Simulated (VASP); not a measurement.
# MoH6 (I4/mmm) in VASP: a series of runs, part 2 of 2

VASP 6.6.1. Earlier steps stand in the parts before.

**3. Single point, PBE**

This run uses another cell than the first one, of 6.72 Å³/atom, 1.494 times its volume.

INCAR reads:

```
SYSTEM = MoH6
  PREC = Accurate
  ENCUT = 500
  EDIFF = 1E-6
  ISMEAR = 0
  SIGMA = 0.15
  LREAL = .False.
  LASPH = .True.
  NELM = 120
  ALGO = Normal
  ISIF = 2
  LWAVE = .False.
  LCHARG = .False.
  GGA = PE
  NBANDS = 19
  GGA_COMPAT = .False.
```

KPOINTS reads:

```
Automatic mesh
0
Gamma
  4 4 4
  0 0 0
```

POSCAR reads:

```
MoH6
1.0
   -2.1569894930      2.1569894930      2.5283128494
    2.1569894930     -2.1569894930      2.5283128494
    2.1569894930      2.1569894930     -2.5283128494
H Mo
6 1
Direct
    0.7969982705      0.7969982705      0.5939965411
    0.2030017295      0.2030017295      0.4060034589
    0.7969982705      0.2030017295      0.0000000000
    0.2030017295      0.7969982705      0.0000000000
    0.1472909557      0.1472909557      0.0000000000
    0.8527090443      0.8527090443      0.0000000000
    0.5000000000      0.5000000000      0.0000000000
```

Potentials or basis: VASP PAW PBE potentials, release 64 (H, Mo_sv).

Started as:

```sh
cat potpaw_PBE.64/H/POTCAR potpaw_PBE.64/Mo_sv/POTCAR > POTCAR
mpirun -np 1 vasp_std > vasp.out
```

OUTCAR:

```text
SYSTEM = MoH6
   PREC = Accurate
   ENCUT = 500
   EDIFF = 1E-6
   ISMEAR = 0
   LREAL = .False.
   LASPH = .True.
   NELM = 120
   ISIF = 2
   GGA = PE

 ion  position               nearest neighbor table
   1  0.797  0.797  0.594-   7 1.81
   2  0.203  0.203  0.406-   7 1.81
   3  0.797  0.203  0.000-   7 1.81
   4  0.203  0.797  0.000-   7 1.81
   5  0.147  0.147  0.000-   7 1.78
   6  0.853  0.853  0.000-   7 1.78
   7  0.500  0.500  0.000-   5 1.78   6 1.78   3 1.81   4 1.81   1 1.81   2 1.81

  LATTYP: Found a body centered tetragonal cell.
 ALAT       =     4.3139789860
 C/A-ratio  =     1.1721488944

  Lattice vectors:

 A1 = (  -2.1569894930,   2.1569894930,   2.5283128494)
 A2 = (   2.1569894930,  -2.1569894930,   2.5283128494)
 A3 = (   2.1569894930,   2.1569894930,  -2.5283128494)

Analysis of symmetry for initial positions (statically):
=====================================================================
 Subroutine PRICEL returns:
 Original cell was already a primitive cell.

 Routine SETGRP: Setting up the symmetry group for a
 body centered tetragonal supercell.

 Subroutine GETGRP returns: Found 16 space group operations
 (whereof 16 operations were pure point group operations)
 out of a pool of 16 trial point group operations.

The static configuration has the point symmetry D_4h.

Analysis of symmetry for dynamics (positions and initial velocities):
=====================================================================
 Subroutine PRICEL returns:
 Original cell was already a primitive cell.

 Routine SETGRP: Setting up the symmetry group for a
 body centered tetragonal supercell.

 Subroutine GETGRP returns: Found 16 space group operations
 (whereof 16 operations were pure point group operations)
[... 120 lines left out ...]
     AMIX_MAG =   1.60;   BMIX_MAG =  1.00
  volume/ion in A,a.u.               =       6.72        45.36
  Fermi-wavevector in a.u.,A,eV,Ry     =   1.230899  2.326062 20.614367  1.515113
  Thomas-Fermi vector in A             =   2.365730
   LORBIT       =      0    0 simple, 1 ext, 2 COOP (PROOUT), +10 PAW based schemes
   GGA     = PE    functional components
   LHFCALC =     F    Hartree Fock is set to
   AEXX    =    0.0000 exact exchange contribution
   IVDW    =     0    specifies the selected vdW correction
   LEPSILON=     F    determine dielectric tensor
   LRPA    =     F    only Hartree local field effects (RPA)
 non-spin polarized calculation
 Gauss-broadening in eV      SIGMA  =   0.15
  energy-cutoff  :      500.00
  volume of cell :       47.05
 maximum number of plane-waves:      1209
 NGX is ok and might be reduce to    30
   NGX = 15   NGY = 15   NGZ = 15

 number of electron      20.0000000 magnetization

 Free energy of the ion-electron system (eV)
  ---------------------------------------------------
  ext. energy  EPLUGINS =         0.00000000
  ---------------------------------------------------
  free energy    TOTEN  =       -23.20804507 eV

  energy without entropy =      -23.16494747  energy(sigma->0) =      -23.18649627

 E-fermi :   3.4455     XC(G=0): -10.1929

 val. band max:        3.4439830793   @ k =   0.2500   0.2500   0.0000
 cond. band min:       3.5278936895   @ k =   0.5000   0.0000   0.0000
 fundamental gap:      0.0839106102
 Fermi energy:         3.4454714052

 k-point     1 :       0.0000    0.0000    0.0000
  band No.  band energies     occupation
      1     -57.6239      2.00000
      2     -31.8885      2.00000
      3     -31.6306      2.00000
      4     -31.6306      2.00000
      5      -7.5657      2.00000
      6      -0.1092      2.00000
[... 263 lines left out ...]
      6       0.4688      2.00000
[... 11 lines left out ...]
     18      17.1714      0.00000
     19      18.0943      0.00000

------------------------ aborting loop because EDIFF is reached ----------------------------------------

  FORCE on cell =-STRESS in cart. coord.  units (eV):
  Direction    XX          YY          ZZ          XY          YZ          ZX
  --------------------------------------------------------------------------------------
  -------------------------------------------------------------------------------------
  Total        0.0102708      0.0102708     -0.0368714      0.0000000     -0.0000000      0.0000000
  in kB        0.3497252      0.3497252     -1.2554894      0.0000000     -0.0000000      0.0000000
  external PRESSURE =      -0.1853464 kB  Pullay stress =       0.0000000 kB

 VOLUME and BASIS-vectors are now :
 -----------------------------------------------------------------------------
  energy-cutoff  :      500.00
  volume of cell :       47.05
      direct lattice vectors                 reciprocal lattice vectors
    -2.156989493  2.156989493  2.528312849     0.000000000  0.231804560  0.197760337
     2.156989493 -2.156989493  2.528312849     0.231804560  0.000000000  0.197760337
     2.156989493  2.156989493 -2.528312849     0.231804560  0.231804560  0.000000000

 POSITION                                       TOTAL-FORCE (eV/Angst)
 -----------------------------------------------------------------------------------
      1.28124      1.28124      2.52831        -0.012454     -0.012454      0.000000
      0.87575      0.87575      0.00000         0.012454      0.012454     -0.000000
     -1.28124      1.28124      2.52831         0.012454     -0.012454     -0.000000
      1.28124     -1.28124      2.52831        -0.012454      0.012454      0.000000
      0.00000      0.00000      0.74480         0.000000     -0.000000     -0.008896
      0.00000      0.00000      4.31183        -0.000000     -0.000000      0.008896
      0.00000      0.00000      2.52831        -0.000000     -0.000000     -0.000000
 -----------------------------------------------------------------------------------
    total drift:                                0.000000     -0.000000      0.000000

  FREE ENERGIE OF THE ION-ELECTRON SYSTEM (eV)
  ---------------------------------------------------
  free  energy   TOTEN  =       -23.2080450682 eV

  energy  without entropy=      -23.1649474657  energy(sigma->0) =      -23.18649627
```

It took 32 s on 1 thread of AMD EPYC 7R43 (Zen 3), shared host; peak memory 0.13 GiB.

Results:

| Quantity | Value |
| --- | --- |
| Free energy | -23.2080 eV |
| Pressure | 0.0 GPa |
| Largest force | 0.018 eV/Å |
| Band gap on the k mesh | zero (band 10 reaches 3.59 eV, above the bottom of band 11 at 2.54 eV) |

Forces on the atoms (eV/Å):
```
H   -0.012 -0.012  0.000
H    0.012  0.012  0.000
H    0.012 -0.012  0.000
H   -0.012  0.012  0.000
H    0.000  0.000 -0.009
H    0.000  0.000  0.009
Mo   0.000  0.000  0.000
```

Stress tensor (GPa, compression positive):
```
 0.03  0.00  0.00
 0.00  0.03  0.00
 0.00  0.00 -0.13
```

Caveat: the k points lie up to 0.51 Å⁻¹ apart.
